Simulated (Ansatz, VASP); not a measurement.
# One calculation of LiF, two programs

Contents of INCAR:

```
SYSTEM = LiF
  ALGO = Normal
  EDIFF = 1E-7
  ENCUT = 520
  ISIF = 2
  ISMEAR = 0
  LASPH = .True.
  LCHARG = .False.
  LREAL = .False.
  LWAVE = .False.
  NBANDS = 18
  NELM = 60
  PREC = Accurate
  SIGMA = 0.05
```

KPOINTS

```
k-points
0
Gamma
  9 9 6
  0 0 0
```

POSCAR

```
LiF
1.0
    3.0140916337      0.0000000000      0.0000000000
   -1.5070458168      2.6102799241      0.0000000000
    0.0000000000      0.0000000000      4.7086139501
Li F
2 2
Direct
    0.3333333333      0.6666666667      0.4026947866
    0.6666666667      0.3333333333      0.9026947866
    0.3333333333      0.6666666667      0.9910195924
    0.6666666667      0.3333333333      0.4910195924
```

Input for Ansatz:

```yaml
crystal:
  lattice:
    - [3.0140916337, 0.0, 0.0]
    - [-1.5070458168, 2.6102799241, 0.0]
    - [0.0, 0.0, 4.7086139501]
  atoms:
    - { symbol: Li, position: [0.3333333333, 0.6666666667, 0.4026947866] }
    - { symbol: Li, position: [0.6666666667, 0.3333333333, 0.9026947866] }
    - { symbol: F, position: [0.3333333333, 0.6666666667, 0.9910195924] }
    - { symbol: F, position: [0.6666666667, 0.3333333333, 0.4910195924] }
basis:
  ecutwfc: 520.0
kpoints:
  mp_grid: { grid: [9, 9, 6] }
hamiltonian:
  xc: lda
scf:
  occupations: { method: gaussian, width: 0.05 }
output:
  forces: true
  stress: true
  eigenvalues: true
```

Alike in both runs: task single point; functional LDA; k mesh 9 × 9 × 6; occupations gaussian, width 0.05 eV; no spin polarisation.

|  | VASP | Ansatz |
| --- | --- | --- |
| version | VASP 6.6.1 | Ansatz 0.2.0 |
| potentials or method | VASP PAW LDA potentials, release 64 (Li_sv, F), cutoff 520 eV | scalar-relativistic, plane waves, PAW |
| valence electrons in the cell | 20 | 20 |

```tsv
	VASP	Ansatz	Ansatz less VASP
gap on the k mesh at the Fermi level (eV)	7.74	7.76	+0.016
least direct gap on the mesh (eV)	7.74	7.76	+0.016
rms of the force components (eV/Å)	0.156	0.155	-0.0004
```

LDA's correlation is that of Perdew and Zunger in VASP and of Perdew and Wang (1992) in Ansatz. Atom by atom the forces differ by 0.000 eV/Å (rms over components).

Noted on VASP's run: the cutoff is short for stress, so the pressure is rough.
